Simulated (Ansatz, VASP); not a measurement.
TaN in VASP and in Ansatz

INCAR

```
SYSTEM = TaN
ALGO = Normal
EDIFF = 1E-8
ENCUT = 520
GGA = PS
GGA_COMPAT = .False.
ISIF = 2
ISMEAR = -1
LASPH = .True.
LCHARG = .False.
LEFG = .True.
LREAL = .False.
LWAVE = .False.
NBANDS = 24
NELM = 120
PREC = Accurate
SIGMA = 0.01
```

KPOINTS

```
k-points
0
Gamma
  9 9 5
  0 0 0
```

POSCAR

```
TaN
1.0
    3.0480019786      0.0000000000      0.0000000000
   -1.5240009893      2.6396471442      0.0000000000
    0.0000000000      0.0000000000      5.0163600000
Ta N
2 2
Direct
    0.0000000000      0.0000000000      0.0000000000
    0.0000000000      0.0000000000      0.5000000000
    0.3333333333      0.6666666667      0.2500000000
    0.6666666667      0.3333333333      0.7500000000
```

Input for Ansatz:

```yaml
crystal:
  lattice:
    - [3.0480019786, 0.0, 0.0]
    - [-1.5240009893, 2.6396471442, 0.0]
    - [0.0, 0.0, 5.01636]
  atoms:
    - { symbol: Ta, position: [0.0, 0.0, 0.0] }
    - { symbol: Ta, position: [0.0, 0.0, 0.5] }
    - { symbol: "N", position: [0.3333333333, 0.6666666667, 0.25] }
    - { symbol: "N", position: [0.6666666667, 0.3333333333, 0.75] }
kpoints:
  mp_grid: { grid: [9, 9, 5] }
scf:
  occupations: { method: fermi_dirac, width: 0.01 }
hamiltonian:
  xc: pbesol
  pseudopotentials: { kind: all_electron, datasets: crystal }
output:
  forces: true
  stress: true
  eigenvalues: true
  efg: { contact_densities: true }
```

Change from the starting cell: zz strain of +2 %, crystal datasets.

Alike in both runs: task electric field gradients; functional PBEsol; k mesh 9 × 9 × 5; occupations fermi-dirac, width 0.01 eV; no spin polarisation.

|  | VASP | Ansatz |
| --- | --- | --- |
| version | VASP 6.6.1 | Ansatz 0.2.0 |
| potentials or method | VASP PAW PBE potentials, release 64 (Ta_pv, N), cutoff 520 eV | all-electron PAW with datasets made for the crystal, scalar-relativistic |

```tsv
	VASP	Ansatz	Ansatz less VASP
pressure (GPa)	37.7	35.8	-1.82
traceless stress, the component that is largest in VASP (GPa)	53.33	52.73	-0.604
size of Vzz on the site where it differs most (V/Å²)	191.4	214.2	+22.73
```

VASP's potentials were made for PBE, not for PBEsol. Both programs put the cell under a high pressure, so it lies far from rest at this level. Ansatz ran all-electron here, and VASP with PAW potentials.

Spin-orbit coupling is off throughout.
